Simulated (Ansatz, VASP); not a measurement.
## One calculation of Au, two programs

POSCAR

```
Au
1.0
    1.4113099650     -2.5559330250      0.0000000000
    1.4113099650      2.5559330250      0.0000000000
    0.0000000000      0.0000000000      4.8931696100
Au
2
Direct
    0.6653279700      0.3346720300      0.2500000000
    0.3346720300      0.6653279700      0.7500000000
```

File INCAR.step1:

```
SYSTEM = Au
PREC = Accurate ; ENCUT = 520
ISMEAR = 0 ; SIGMA = 0.1
LREAL = .False. ; LASPH = .True.
NELM = 60 ; NBANDS = 18
GGA = PE ; ALGO = Normal
EDIFF = 1E-4 ; LWAVE = .True.
LCHARG = .False.
```

The input INCAR.step2:

```
SYSTEM = Au
PREC = Accurate ; ENCUT = 520
EDIFF = 1E-6 ; ISMEAR = 0
SIGMA = 0.1 ; LREAL = .False.
LASPH = .True. ; NELM = 60
ALGO = Normal ; ISIF = 2
LWAVE = .False. ; LCHARG = .False.
METAGGA = R2SCAN ; LMIXTAU = .True.
NBANDS = 18 ; ISTART = 1
```

The input KPOINTS:

```
Automatic mesh
0
Gamma
  4 4 2
  0 0 0
```

Input for Ansatz:

```yaml
crystal:
  lattice:
    - [1.411309965, -2.555933025, 0.0]
    - [1.411309965, 2.555933025, 0.0]
    - [0.0, 0.0, 4.89316961]
  atoms:
    - { symbol: Au, position: [0.66532797, 0.33467203, 0.25] }
    - { symbol: Au, position: [0.33467203, 0.66532797, 0.75] }
basis:
  ecutwfc: 500
kpoints:
  mp_grid: { grid: [4, 4, 2] }
hamiltonian:
  xc: r2scan
scf:
  occupations: { method: gaussian, width: 0.1 }
output:
  forces: true
  stress: true
  eigenvalues: true
```

Alike in both runs: task single point; functional r2SCAN; k mesh 4 × 4 × 2; occupations gaussian, width 0.1 eV; no spin polarisation.

```csv
,VASP,Ansatz
version,VASP 6.6.1,Ansatz 0.2.0
potentials or method,"VASP PAW PBE potentials, release 64 (Au), cutoff 520 eV","scalar-relativistic, plane waves, PAW"
valence electrons in the cell,22,38
```

Ansatz gave:

- gap on the k mesh at the Fermi level (eV): none
- pressure (GPa): 0.3
- traceless stress, the component that is largest in VASP (GPa): -5.00
- rms of the force components (eV/Å): 0.113

Q: Which values does VASP return?

A: gap on the k mesh at the Fermi level (eV): none; pressure (GPa): 0.5; traceless stress, the component that is largest in VASP (GPa): -5.04; rms of the force components (eV/Å): 0.114.

VASP's potentials were made for PBE, not for r2SCAN. Atom by atom the forces differ by 0.000 eV/Å (rms over components). A gap of «none» marks a metal or a gap that the smearing closes. VASP's potentials hold 22 valence electrons a cell and Ansatz's 38, so a difference there can come from the potentials and not from the codes.

The k mesh is coarse, so the values compare programs but aren't converged. Neither program's run includes spin-orbit coupling.
